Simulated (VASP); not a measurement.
Set up this calculation in VASP 6.6.1, as the native input.

```yaml
Task: single point
Functional: PBE
Dispersion: D3(BJ)
Potentials_or_basis: VASP PAW PBE potentials, release 64 (Mn_pv, Pt)
Cutoff: 500 eV
k_mesh: 12 × 12 × 5
Occupations: fermi-dirac, width 0.15 eV
Spin: collinear spin, ferromagnetic start
Starting_moments: "[2.8, 0.0, 0.0] μB"
Dipole_correction: no
Further_INCAR_settings: ALGO = Normal; EDIFF = 1e-06; NBANDS = 28
```

The structure of MnPt2 lies in POSCAR:

```
MnPt2
1.0
    2.9236016849      0.0000000000      0.0000000000
   -1.4618008425      2.5319138633      0.0000000000
    0.0000000000      0.0000000000      6.6815046792
Mn Pt
1 2
Direct
    0.0000000000      0.0000000000      0.0000000000
    0.3333333333      0.6666666667      0.6837940000
    0.6666666667      0.3333333333      0.3162060000
```

The input as run:

INCAR

```
ALGO     = Normal         # electronic algorithm
EDIFF    = 1E-6           # SCF threshold, eV
ENCUT    = 500            # plane-wave cutoff, eV
GGA      = PE             # functional
GGA_COMPAT= F            
ISIF     = 2              # what is computed and relaxed
ISMEAR   = -1             # smearing method
ISPIN    = 2              # spin polarisation
IVDW     = 12             # dispersion correction
LASPH    = T              # aspherical terms in the spheres
LCHARG   = F              # write CHGCAR
LMAXMIX  = 4              # l up to which the mixer works
LORBIT   = 11             # projections on sites
LREAL    = F              # projectors in reciprocal space
LWAVE    = F              # write WAVECAR
MAGMOM   = 2.8 0 0        # initial moments
NBANDS   = 28             # bands
NELM     = 200            # most SCF steps
PREC     = Accurate       # precision mode
SIGMA    = 0.15           # smearing width, eV
```

KPOINTS

```
k-points
0
Gamma
  12 12 5
```

Potentials or basis: VASP PAW PBE potentials, release 64 (Mn_pv, Pt).

The run is started by

```bash
$ cat potpaw_PBE.64/Mn_pv/POTCAR potpaw_PBE.64/Pt/POTCAR > POTCAR
$ mpirun -np 1 vasp_std > vasp.out
```

It gave:

- Pressure: -16.7 GPa
- Largest force: 0.093 eV/Å
- Net moment: 4.50 μB per cell
- Site moments: Mn +3.82; Pt +0.25 μB
- Valence electrons inside the program's atomic spheres: Mn 11.46; Pt 9.10
- Dispersion energy per atom: -0.527 eV

Caveat: three body term missing; the cell stands under tension.

It took 2 min on 1 thread of Intel(R) Xeon(R) Platinum 8488C (Sapphire Rapids), with other jobs on the host, peak memory 0.31 GiB.
